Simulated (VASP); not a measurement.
# Al2Ga3As5 (I-4m2) in VASP: a series of runs, part 2 of 2

VASP 6.6.1.

### Step 4. Single point, PBE

This run uses another cell than the first one, of the same volume but with other edges.

The input, INCAR:

```
SYSTEM = Al2Ga3As5
PREC     = Accurate       ! precision mode
ENCUT    = 520            ! plane-wave cutoff, eV
EDIFF    = 1E-6           ! SCF threshold, eV
ISMEAR   = 0              ! smearing method
SIGMA    = 0.1            ! smearing width, eV
LREAL    = .FALSE.        ! projectors in reciprocal space
LASPH    = .TRUE.         ! aspherical terms in the spheres
NELM     = 80             ! most SCF steps
ALGO     = Normal         ! electronic algorithm
ISIF     = 2              ! what is computed and relaxed
LWAVE    = .FALSE.        ! write WAVECAR
LCHARG   = .FALSE.        ! write CHGCAR
GGA      = PE             ! functional
NBANDS   = 46             ! bands
```

The input, KPOINTS:

```
Automatic mesh
0
G
  6 6 6
  0 0 0
```

The input, POSCAR:

```
Al2Ga3As5
1.0
   -2.0317051155      2.0317051155     14.3080907398
    2.0317051155     -2.0317051155     14.3080907398
    2.0317051155      2.0317051155    -14.3080907398
Al Ga As
2 3 5
Direct
    0.2001438019      0.2001438019      0.0000000000
    0.7998561981      0.7998561981      0.0000000000
    0.0000000000      0.0000000000      0.0000000000
    0.6001730103      0.6001730103      0.0000000000
    0.3998269897      0.3998269897      0.0000000000
    0.5500820303      0.0500820303      0.5000000000
    0.1504743317      0.6504743317      0.5000000000
    0.7500000000      0.2500000000      0.5000000000
    0.3495256683      0.8495256683      0.5000000000
    0.9499179697      0.4499179697      0.5000000000
```

Potentials or basis: VASP PAW PBE potentials, release 64 (Al, Ga_d, As).

The run is started by

```console
cat potpaw_PBE.64/Al/POTCAR potpaw_PBE.64/Ga_d/POTCAR potpaw_PBE.64/As/POTCAR > POTCAR
mpirun -np 1 vasp_std > vasp.out
```

OUTCAR:

```text
SYSTEM = Al2Ga3As5
   PREC = Accurate
   ENCUT = 520
   EDIFF = 1E-6
   ISMEAR = 0
   LREAL = .FALSE.
   LASPH = .TRUE.
   NELM = 80
   ISIF = 2
   GGA = PE

 ion  position               nearest neighbor table
   1  0.200  0.200  0.000-   7 2.48   7 2.48   8 2.48   8 2.48
   2  0.800  0.800  0.000-   9 2.48   9 2.48   8 2.48   8 2.48
   3  0.000  0.000  0.000-   6 2.49  10 2.49   6 2.49  10 2.49
   4  0.600  0.600  0.000-   6 2.49   6 2.49   7 2.49   7 2.49
   5  0.400  0.400  0.000-  10 2.49  10 2.49   9 2.49   9 2.49
   6  0.550  0.050  0.500-   3 2.49   3 2.49   4 2.49   4 2.49
[... 1399 lines left out ...]
  external PRESSURE =       1.5629609 kB  Pullay stress =       0.0000000 kB

 VOLUME and BASIS-vectors are now :
 -----------------------------------------------------------------------------
  energy-cutoff  :      520.00
  volume of cell :      236.25
      direct lattice vectors                 reciprocal lattice vectors
    -2.031705115  2.031705115 14.308090740     0.000000000  0.246098706  0.034945263
     2.031705115 -2.031705115 14.308090740     0.246098706  0.000000000  0.034945263
     2.031705115  2.031705115-14.308090740     0.246098706  0.246098706  0.000000000

 POSITION                                       TOTAL-FORCE (eV/Angst)
 -----------------------------------------------------------------------------------
      0.00000      0.00000      5.72735        -0.000000      0.000000     -0.001821
      0.00000      0.00000     22.88883        -0.000000      0.000000      0.001821
      0.00000      0.00000      0.00000         0.000000     -0.000000     -0.000000
      0.00000      0.00000     17.17466         0.000000     -0.000000      0.001631
      0.00000      0.00000     11.44152         0.000000     -0.000000     -0.001631
      0.00000      2.03171      1.43316         0.000000     -0.000000     -0.000220
      2.03171      0.00000      4.30600         0.000000     -0.000000      0.002605
     -0.00000      2.03171      7.15405         0.000000     -0.000000     -0.000000
      2.03171     -0.00000     10.00209         0.000000      0.000000     -0.002605
      0.00000      2.03171     12.87493         0.000000     -0.000000      0.000220
 -----------------------------------------------------------------------------------
    total drift:                                0.000002     -0.000002      0.000000

  FREE ENERGIE OF THE ION-ELECTRON SYSTEM (eV)
  ---------------------------------------------------
  free  energy   TOTEN  =       -43.5600783107 eV

  energy  without entropy=      -43.5600783098  energy(sigma->0) =      -43.56007831
```

OSZICAR:

```text
N       E                     dE             d eps       ncg     rms          rms(c)
DAV:   1     0.546582399988E+03    0.54658E+03   -0.30019E+04  2950   0.178E+03
DAV:   2     0.417416421319E+02   -0.50484E+03   -0.48332E+03  3064   0.481E+02
DAV:   3    -0.394112068042E+02   -0.81153E+02   -0.78344E+02  3220   0.146E+02
DAV:   4    -0.443171476007E+02   -0.49059E+01   -0.48684E+01  3524   0.364E+01
DAV:   5    -0.444461683444E+02   -0.12902E+00   -0.12872E+00  3474   0.584E+00    0.657E+00
DAV:   6    -0.436566580584E+02    0.78951E+00   -0.13209E+00  3908   0.103E+01    0.372E+00
DAV:   7    -0.435581044880E+02    0.98554E-01   -0.92021E-01  3288   0.337E+00    0.120E+00
DAV:   8    -0.435584054796E+02   -0.30099E-03   -0.12376E-01  3444   0.317E+00    0.256E-01
DAV:   9    -0.435591636290E+02   -0.75815E-03   -0.15798E-02  3520   0.142E+00    0.891E-02
DAV:  10    -0.435597038692E+02   -0.54024E-03   -0.20583E-03  3258   0.360E-01    0.501E-02
DAV:  11    -0.435600590616E+02   -0.35519E-03   -0.56822E-04  3394   0.182E-01    0.146E-02
DAV:  12    -0.435600712019E+02   -0.12140E-04   -0.47968E-05  3652   0.961E-02    0.837E-03
DAV:  13    -0.435600774522E+02   -0.62504E-05   -0.25654E-05  3490   0.294E-02    0.269E-03
DAV:  14    -0.435600783107E+02   -0.85844E-06   -0.17618E-06  2346   0.142E-02
   1 F= -.43560078E+02 E0= -.43560078E+02  d E =-.921343E-09
```

stdout:

```text
POSCAR found type information on POSCAR AlGaAs
 POSCAR found :  3 types and      10 ions
 scaLAPACK will be used
 LDA part: xc-table for (Slater+PW92), standard interpolation
 POSCAR, INCAR and KPOINTS ok, starting setup
 FFT: planning ... GRIDC
 FFT: planning ... GRID_SOFT
 FFT: planning ... GRID
 WAVECAR not read
 entering main loop
```

Run time: 54 min. Hardware: 1 thread of Intel Xeon Platinum 8375C at 2.90GHz (Ice Lake), shared host; peak memory 2.3 GiB.

What came out:

```
Free energy            : -43.5601 eV
Pressure               : 0.2 GPa
Band gap on the k mesh : 0.74 eV
```

Forces in eV/Å, atoms in the order of the input:
```
Al   0.000  0.000 -0.002
Al   0.000  0.000  0.002
Ga   0.000  0.000  0.000
Ga   0.000  0.000  0.002
Ga   0.000  0.000 -0.002
As   0.000  0.000  0.000
As   0.000  0.000  0.003
As   0.000  0.000  0.000
As   0.000  0.000 -0.003
As   0.000  0.000  0.000
```

Caveat: semilocal functionals underestimate gaps, and a narrow one can read as zero.

### Step 5. Summary

```tsv
cell	k mesh	gap on the mesh (eV)	pressure (GPa)	largest force (eV/Å)
a = 4.058, b = 4.058, c = 14.633 Å, angles 98.0, 98.0, 90.0°, 10 atoms, atomic positions A	4 × 4 × 4	0.73	0.3	0.01
a = 13.983 Å, angles 164.1, 164.1, 22.6°, 10 atoms, atomic positions B	6 × 6 × 6	1.19	12.0	0.09
a = 14.594 Å, angles 164.0, 164.0, 22.7°, 10 atoms, atomic positions C	6 × 6 × 6	0.74	0.2	-
```

Alike in all rows: task single point; level PBE; potentials or basis VASP PAW PBE potentials, release 64 (Al, Ga_d, As); no spin polarisation; cutoff (eV) 520; smearing gaussian 0.1 eV.

Caveats: semilocal functionals underestimate gaps, and a narrow one can read as zero (at least some runs); the cell stands under pressure (at least some runs).

Absolute energies hang on the potentials; compare differences alone.
